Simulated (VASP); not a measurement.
# Mg2GeN3 (R-3m) in VASP: a series of runs, part 2 of 2

VASP 6.6.1.

## 3. Relaxation of cell and atoms, PBE

This run uses another cell than the first one, of 17.03 Å³/atom, 1.624 times its volume.

INCAR

```
  ALGO = Normal
  EDIFF = 1E-6
  EDIFFG = -0.08
  ENCUT = 600
  GGA = PE
  IBRION = 2
  ISIF = 3
  ISMEAR = 0
  LASPH = True
  LCHARG = False
  LREAL = False
  LWAVE = False
  NELM = 60
  NSW = 36
  PREC = Accurate
  SIGMA = 0.2
```

KPOINTS

```
k-points
0
Gamma
  4 4 4
```

POSCAR

```
Mg2GeN3
1.0
    2.1963592900      1.2680686300      6.1160726200
   -2.1963592900      1.2680686300      6.1160726200
    0.0000000000     -2.5361372600      6.1160726200
Mg Ge N
2 1 3
Direct
    0.1089912400      0.1089912400      0.1089912400
    0.8910087600      0.8910087600      0.8910087600
    0.0000000000      0.0000000000      0.0000000000
    0.3543776900      0.3543776900      0.3543776900
    0.6456223100      0.6456223100      0.6456223100
    0.5000000000      0.5000000000      0.5000000000
```

Potentials or basis: VASP PAW PBE potentials, release 64 (Mg, Ge_d, N).

Command:

```sh
$ cat potpaw_PBE.64/Mg/POTCAR potpaw_PBE.64/Ge_d/POTCAR potpaw_PBE.64/N/POTCAR > POTCAR
$ mpirun -np 1 vasp_std > vasp.out
```

OUTCAR:

```text
EDIFF = 1E-6
   EDIFFG = -0.08
   ENCUT = 600
   GGA = PE
   IBRION = 2
   ISIF = 3
   ISMEAR = 0
   LASPH = True
   LREAL = False
   NELM = 60
   NSW = 36
   PREC = Accurate

 ion  position               nearest neighbor table
   1  0.109  0.109  0.109-   3 2.00   2 3.30   2 3.30   2 3.30
   2  0.891  0.891  0.891-   3 2.00   1 3.30   1 3.30   1 3.30
   3  0.000  0.000  0.000-   1 2.00   2 2.00
   4  0.354  0.354  0.354-
   5  0.646  0.646  0.646-
   6  0.500  0.500  0.500-

  LATTYP: Found a trigonal (rhomboedric) cell.
 ALAT       =     6.6210525201
 COS(alpha) =     0.7799189233

  Lattice vectors:

 A1 = (   2.1963592900,   1.2680686300,   6.1160726200)
 A2 = (  -2.1963592900,   1.2680686300,   6.1160726200)
 A3 = (   0.0000000000,  -2.5361372600,   6.1160726200)

Analysis of symmetry for initial positions (statically):
=====================================================================
 Subroutine PRICEL returns:
 Original cell was already a primitive cell.

 Routine SETGRP: Setting up the symmetry group for a
 trigonal (rhombohedral) supercell.

 Subroutine GETGRP returns: Found 12 space group operations
 (whereof 12 operations were pure point group operations)
 out of a pool of 12 trial point group operations.

The static configuration has the point symmetry D_3d.

Analysis of symmetry for dynamics (positions and initial velocities):
=====================================================================
[... 268 lines left out ...]
  FREE ENERGIE OF THE ION-ELECTRON SYSTEM (eV)
  ---------------------------------------------------
  free  energy   TOTEN  =       -27.1525142497 eV

  energy  without entropy=      -27.0518386986  energy(sigma->0) =      -27.10217647

 E-fermi :   3.2514     XC(G=0):  -9.3541

 val. band max:        3.2469507653   @ k =   0.5000   0.5000   0.0000
 cond. band min:       3.2534043661   @ k =   0.2500   0.2500   0.0000
 fundamental gap:      0.0064536008
 Fermi energy:         3.2514256820

 k-point     1 :       0.0000    0.0000    0.0000
  band No.  band energies     occupation
      1     -21.2405      2.00000
      2     -21.1827      2.00000
      3     -21.1827      2.00000
      4     -21.1264      2.00000
      5     -21.1264      2.00000
      6     -12.4991      2.00000
[... 288 lines left out ...]
     19       2.9386      1.97305
     20       6.7117      0.00000

[... ionic steps 4 to 21 ...]

--------------------------------------- Ionic step       22  -------------------------------------------

 number of electron      32.9999993 magnetization

------------------------ aborting loop because EDIFF is reached ----------------------------------------
[... 75 lines left out ...]
--------------------------------------- Ionic step       24  -------------------------------------------

 number of electron      32.9999993 magnetization

 Free energy of the ion-electron system (eV)
  ---------------------------------------------------
  ext. energy  EPLUGINS =         0.00000000
  ---------------------------------------------------
  free energy    TOTEN  =       -33.09014024 eV

  energy without entropy =      -33.00483339  energy(sigma->0) =      -33.04748681

 E-fermi :   5.4399     XC(G=0): -11.3399

 val. band max:        5.3943539570   @ k =   0.2500   0.0000   0.0000
 cond. band min:       5.4511615731   @ k =   0.5000   0.0000   0.0000
 fundamental gap:      0.0568076161
 Fermi energy:         5.4398932768

 k-point     1 :       0.0000    0.0000    0.0000
  band No.  band energies     occupation
      1     -18.7995      2.00000
      2     -18.7745      2.00000
      3     -18.7745      2.00000
      4     -18.7156      2.00000
      5     -18.7156      2.00000
      6     -11.6626      2.00000
[... 321 lines left out ...]
  FREE ENERGIE OF THE ION-ELECTRON SYSTEM (eV)
  ---------------------------------------------------
  free  energy   TOTEN  =       -33.0901402370 eV

  energy  without entropy=      -33.0048333906  energy(sigma->0) =      -33.04748681

 reached required accuracy - stopping structural energy minimisation
```

It took 31 min on 1 thread of Intel Xeon 6975P-C (Granite Rapids), shared host; peak memory 0.44 GiB.

Results:

| Item | Value |
| --- | --- |
| Free energy | -33.0901 eV |
| Relaxed volume | 10.43 Å³/atom |
| Relaxed cell | a = 8.100 Å, b = 8.100 Å, c = 8.100 Å, α = 21.51°, β = 21.51°, γ = 21.51° |
| Space group after relaxing (to 0.05 Å) | R-3m (No. 166) |
| Energy gained by relaxing | 2365.1 meV/atom |
| Ionic steps | 24 |
| Pressure after relaxing | 0.1 GPa |
| Largest force after relaxing | 0.054 eV/Å |

Forces on the atoms (eV/Å):
```
Mg   0.000  0.000 -0.054
Mg   0.000  0.000  0.054
Ge   0.000  0.000  0.000
N    0.000  0.000  0.052
N    0.000  0.000 -0.052
N    0.000  0.000  0.000
```

Step by step:
```
step  energy change (eV)  largest force (eV/Å)  pressure (GPa)  volume (Å³)
   1              0.0000                8.9105           -0.32       102.20
   2             -7.8980                1.7038          -15.37        97.25
   3             -8.2529                2.3291          -13.75        95.89
   4             -8.4738                3.8605           -7.91        92.76
   5             -8.4702                3.2582          -10.44        93.98
   6            -10.9138                3.7462            1.35        79.30
   7            -11.2731                4.4768           14.58        72.24
   8            -12.2519                2.8882            8.18        70.81
   9            -12.3644                2.4728            5.69        70.24
  10            -12.3705                1.8299            0.49        69.06
  11            -12.4057                2.1572            3.04        69.67
  12            -13.0312                1.5017           -2.29        70.41
  13            -13.6423                0.6689          -11.01        71.82
  14            -13.9246                0.8172           -5.41        67.37
  15            -13.9904                0.7584            2.03        63.44
  16            -13.9951                0.7865            0.57        64.15
  17            -14.0924                0.5825            0.77        63.31
  18            -14.1534                0.4002            1.67        61.86
  19            -14.1539                0.3403            1.68        61.98
  20            -14.1766                0.2572           -0.43        62.77
  21            -14.1811                0.1965           -1.82        63.33
  22            -14.1894                0.0913           -0.10        62.68
  23            -14.1894                0.0867           -0.11        62.69
  24            -14.1906                0.0544            0.06        62.58
```

Final structure:
```cif
data_structure
_symmetry_space_group_name_H-M 'P 1'
_symmetry_Int_Tables_number 1
_cell_length_a 8.1000
_cell_length_b 8.1000
_cell_length_c 8.1000
_cell_angle_alpha 21.505
_cell_angle_beta 21.505
_cell_angle_gamma 21.505
_cell_volume 62.58
loop_
_atom_site_label
_atom_site_type_symbol
_atom_site_fract_x
_atom_site_fract_y
_atom_site_fract_z
_atom_site_occupancy
Mg1 Mg 0.11519 0.11519 0.11519 1
Mg2 Mg 0.88481 0.88481 0.88481 1
Ge1 Ge 0.00000 0.00000 0.00000 1
N1 N 0.37945 0.37945 0.37945 1
N2 N 0.62055 0.62055 0.62055 1
N3 N 0.50000 0.50000 0.50000 1
```

Caveat: the k points lie up to 0.60 Å⁻¹ apart in the final cell; the volume moved by over 15 % at a fixed basis, so the end points are rough; the relaxation stopped at a loose force limit of 0.08 eV/Å, so its end isn't a converged minimum.
